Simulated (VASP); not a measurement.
Wanted: the native input for a VASP 6.6.1 run.

* Task: relaxation of shape and atoms at fixed volume
* Functional: revPBE
* Dispersion: D4
* Potentials or basis: VASP PAW PBE potentials, release 64 (B, N)
* Cutoff: 600 eV
* k mesh: 10 × 10 × 6
* Occupations: gaussian, width 0.05 eV
* Spin: no spin polarisation
* Dipole correction: no
* Further INCAR settings: ALGO = Normal; EDIFF = 1e-07; IBRION = 2; EDIFFG = -0.02; NSW = 60; ISIF = 4

The structure of BN lies in POSCAR:

```
BN
1.0
    2.5369300313      0.0000000000      0.0000000000
   -1.2684650156      2.1970458547      0.0000000000
    0.0000000000      0.0000000000      4.1959171560
B N
2 2
Direct
    0.6666666667      0.3333333333      0.0002721809
    0.3333333333      0.6666666667      0.5002721809
    0.6666666667      0.3333333333      0.3747278191
    0.3333333333      0.6666666667      0.8747278191
```

These files were run (other wordings do the same):

INCAR

```
ALGO = Normal ; EDIFF = 1E-7
EDIFFG = -0.02 ; ENCUT = 600
GGA = RE ; GGA_COMPAT = False
IBRION = 2 ; ISIF = 4
ISMEAR = 0 ; IVDW = 13
LASPH = True ; LCHARG = False
LREAL = False ; LWAVE = False
NELM = 120 ; NELMIN = 4
NSW = 60 ; PREC = Accurate
SIGMA = 0.05
```

KPOINTS

```
k-points
0
Gamma
  10 10 6
```

Potentials or basis: VASP PAW PBE potentials, release 64 (B, N).

The run is started by

```bash
$ cat potpaw_PBE.64/B/POTCAR potpaw_PBE.64/N/POTCAR > POTCAR
$ mpirun -np 1 vasp_std > vasp.out
```

It gave:

```json
{
 "Pressure after relaxing": "-1.6 GPa",
 "Largest force after relaxing": "0.007 eV/Å",
 "Band gap on the k mesh": "5.41 eV (least direct gap 8.37 eV)",
 "Dispersion energy per atom": "-0.556 eV"
}
```

Caveat: the relaxation stopped at its first step, so nothing moved; the PAW data sets were made with another functional, which shifts forces and pressure a little.

It took 33 s on 1 thread of Intel(R) Xeon(R) Platinum 8259CL CPU @ 2.50GHz (Skylake/Cascade Lake), on a shared host, peak memory 0.14 GiB.
